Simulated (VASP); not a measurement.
Wanted: the native input for a VASP 6.6.1 run.

```
Task                   : single point
Functional             : PBE
Potentials or basis    : VASP PAW PBE potentials, release 64 (Zr_sv, C)
Cutoff                 : 520 eV
k mesh                 : 4 × 5 × 1
Occupations            : gaussian, width 0.1 eV
Spin                   : no spin polarisation
Dipole correction      : yes
Further INCAR settings : ALGO = Normal; EDIFF = 1e-06; NBANDS = 60
```

The structure of Zr8C lies in POSCAR:

```
Zr8C
1.0
    6.4655797184      0.0000000000      0.0000000000
    0.0000000000      5.1691196971      0.0000000000
    0.0000000000      0.0000000000     18.9770873264
Zr C
8 1
Direct
    0.0000000000      0.7500000000      0.2107805024
    0.5000000000      0.7500000000      0.2107805024
    0.2500000000      0.2500000000      0.2599569661
    0.7500000000      0.2500000000      0.2599569661
    0.2500000000      0.7500000000      0.3477072663
    0.7500000000      0.7500000000      0.3477072663
    0.0000000000      0.2500000000      0.3940060557
    0.5000000000      0.2500000000      0.3940060557
    0.2500000000      0.2500000000      0.4571979676
```

The input as run:

INCAR

```
PREC = Accurate ; ENCUT = 520
EDIFF = 1E-6 ; ISMEAR = 0
SIGMA = 0.1 ; LREAL = F
LASPH = T ; NELM = 60
ALGO = Normal ; ISIF = 2
LWAVE = F ; LCHARG = T
LDIPOL = T ; IDIPOL = 3
DIPOL = 0.5 0.5 0.320 ; GGA = PE
LELF = T ; LVHAR = T
LVACPOTAV = T ; NBANDS = 60
```

KPOINTS

```
Automatic mesh
0
Gamma
  4 5 1
```

Potentials or basis: VASP PAW PBE potentials, release 64 (Zr_sv, C).

Run with:

```sh
$ cat potpaw_PBE.64/Zr_sv/POTCAR potpaw_PBE.64/C/POTCAR > POTCAR
$ mpirun -np 1 vasp_std > vasp.out
```

It gave:

```yaml
Largest_force: 0.941 eV/Å
Band_gap_on_the_k_mesh: zero (bands 50 and 51 overlap by 0.42 eV)
```

Run time: 9.7 min on 1 thread of Intel(R) Xeon(R) Platinum 8559C (Emerald Rapids) (shared host), peak memory 0.68 GiB.
